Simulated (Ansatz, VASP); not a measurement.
This is a calculation of MnS for Ansatz 0.2.0.

Contents of input.yaml:

```yaml
crystal:
  lattice:
    - [3.9535769233, 0.0, 0.0]
    - [-1.9767884617, 3.4238980514, 0.0]
    - [0.0, 0.0, 6.34252886]
  atoms:
    - { symbol: Mn, position: [0.6666666667, 0.3333333333, 0.49884467], spin: 4.0 }
    - { symbol: Mn, position: [0.3333333333, 0.6666666667, 0.99884467], spin: 4.0 }
    - { symbol: S, position: [0.3333333333, 0.6666666667, 0.6261543] }
    - { symbol: S, position: [0.6666666667, 0.3333333333, 0.1261543] }
hamiltonian:
  xc: { exchange: pbe, correlation: pbe, exx: { coeff: 0.25, omega: 0.4 } }
  pseudopotentials: { kind: paw }
magnetization:
  spin_polarized: true
kpoints:
  mp_grid: { grid: [4, 4, 2] }
scf:
  occupations: { method: fermi_dirac, width: 0.05 }
output:
  forces: true
  stress: true
  eigenvalues: true
```

Potentials or basis: Ansatz PAW.

The run is started by

```console
$ ansatz run input.yaml --threads 2 --pin off --max-ram 5632MiB --backend cpu --events-out ev --progress --plain --runs-dir out
```

Task: Translate it to VASP 6.6.1. Potentials there: VASP PAW PBE potentials, release 64 (Mn_pv, S).

Result: As run (the cutoff follows the program's own potentials):

The input POSCAR:

```
MnS
1.0
    3.9535769233      0.0000000000      0.0000000000
   -1.9767884617      3.4238980514      0.0000000000
    0.0000000000      0.0000000000      6.3425288600
Mn S
2 2
Direct
    0.6666666667      0.3333333333      0.4988446700
    0.3333333333      0.6666666667      0.9988446700
    0.3333333333      0.6666666667      0.6261543000
    0.6666666667      0.3333333333      0.1261543000
```

INCAR.step1

```
PREC = Accurate
ENCUT = 520
EDIFF = 1E-5
ISMEAR = -1
SIGMA = 0.05
LREAL = F
LASPH = T
NELM = 150
ALGO = Normal
ISIF = 2
LWAVE = T
LCHARG = F
ISPIN = 2
MAGMOM = 4 4 0 0
LORBIT = 11
LMAXMIX = 4
NBANDS = 31
GGA = PE
LUSENCCL = F
```

INCAR.step2

```
PREC = Accurate
ENCUT = 520
EDIFF = 1E-7
ISMEAR = -1
SIGMA = 0.05
LREAL = F
LASPH = T
NELM = 150
ALGO = Normal
ISIF = 2
LWAVE = F
LCHARG = F
ISPIN = 2
MAGMOM = 4 4 0 0
LORBIT = 11
LMAXMIX = 4
GGA = PE
LHFCALC = T
AEXX = 0.25
HFSCREEN = 0.4
PRECFOCK = Normal
NBANDS = 31
ISTART = 1
LUSENCCL = F
```

The input KPOINTS:

```
regular mesh
0
Gamma
  4 4 2
```

Potentials or basis: VASP PAW PBE potentials, release 64 (Mn_pv, S).

The run is started by

```bash
$ cat potpaw_PBE.64/Mn_pv/POTCAR potpaw_PBE.64/S/POTCAR > POTCAR
$ cp INCAR.step1 INCAR
$ mpirun -np 1 vasp_std > vasp.out
$ cp INCAR.step2 INCAR
$ mpirun -np 1 vasp_std > vasp.out
```

Both were run:

|  | VASP | Ansatz | Ansatz less VASP |
| --- | --- | --- | --- |
| gap on the k mesh at the Fermi level (eV) | 1.56 | 1.55 | -0.012 |
| least direct gap on the mesh (eV) | 1.90 | 1.88 | -0.017 |
| pressure (GPa) | 5.0 | 5.0 | -0.03 |
| traceless stress, the component that is largest in VASP (GPa) | 1.79 | 1.79 | -0.004 |
| rms of the force components (eV/Å) | 0.193 | 0.192 | -0.0007 |
| net moment per atom (μB) | 2.50 | 2.50 | 0.000 |
| size of the moment on the site where the two differ most (μB) | 4.51 | 4.30 | -0.207 |

VASP's potentials were made for PBE, not for PBE-based screened hybrid. Site moments also hang on the region over which each program counts them. Atom by atom the forces differ by 0.001 eV/Å (rms over components). VASP's potentials hold 38 valence electrons a cell and Ansatz's 42, so a difference there can come from the potentials and not from the codes.

The k mesh is coarse, so the values compare programs but aren't converged. Noted on Ansatz's run: the magnetic or orbital state may not be the lowest.
